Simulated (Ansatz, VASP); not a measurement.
# Se in VASP and in Ansatz

The input INCAR:

```
SYSTEM = Se
PREC = Accurate ; ENCUT = 520
EDIFF = 1E-7 ; ISMEAR = 0
SIGMA = 0.05 ; LREAL = .False.
LASPH = .True. ; NELM = 80
ALGO = Normal ; ISIF = 2
LWAVE = .False. ; LCHARG = .False.
GGA = PE ; IVDW = 12
NBANDS = 16
```

KPOINTS

```
Automatic mesh
0
Gamma
  9 9 8
  0 0 0
```

The input POSCAR:

```
Se
1.0
    4.1383419910      0.0000000000      0.0000000000
   -2.0691709955      3.5839092938      0.0000000000
    0.0000000000      0.0000000000      4.9552507000
Se
3
Direct
    0.2012552844      0.0000000000      0.3333333333
    0.0000000000      0.2012552844      0.6666666667
    0.7987447156      0.7987447156      0.0000000000
```

Input for Ansatz:

```yaml
crystal:
  lattice:
    - [4.138341991, 0.0, 0.0]
    - [-2.0691709955, 3.5839092938, 0.0]
    - [0.0, 0.0, 4.9552507]
  atoms:
    - { symbol: Se, position: [0.2012552844, 0.0, 0.3333333333] }
    - { symbol: Se, position: [0.0, 0.2012552844, 0.6666666667] }
    - { symbol: Se, position: [0.7987447156, 0.7987447156, 0.0] }
basis:
  ecutwfc: 420
kpoints:
  mp_grid: { grid: [9, 9, 8] }
hamiltonian:
  xc: pbe
  dispersion: d3bj
scf:
  occupations: { method: gaussian, width: 0.05 }
output:
  forces: true
  stress: true
  eigenvalues: true
```

Alike in both runs: task single point; functional PBE; dispersion D3(BJ); k mesh 9 × 9 × 8; occupations gaussian, width 0.05 eV; no spin polarisation.

|  | VASP | Ansatz |
| --- | --- | --- |
| version | VASP 6.6.1 | Ansatz 0.2.0 |
| potentials or method | VASP PAW PBE potentials, release 64 (Se), cutoff 520 eV | scalar-relativistic, plane waves, PAW |
| valence electrons in the cell | 18 | 48 |

Ansatz gave:

* gap on the k mesh at the Fermi level (eV): 0.32
* least direct gap on the mesh (eV): 0.52
* pressure (GPa): 16.1
* traceless stress, the component that is largest in VASP (GPa): 8.00
* rms of the force components (eV/Å): 2.377

Task: Which values does VASP return?

Result: gap on the k mesh at the Fermi level (eV): 0.29; least direct gap on the mesh (eV): 0.49; pressure (GPa): 16.5; traceless stress, the component that is largest in VASP (GPa): 8.28; rms of the force components (eV/Å): 2.430.

Atom by atom the forces differ by 0.052 eV/Å (rms over components). VASP's potentials hold 18 valence electrons a cell and Ansatz's 48, so a difference there can come from the potentials and not from the codes.
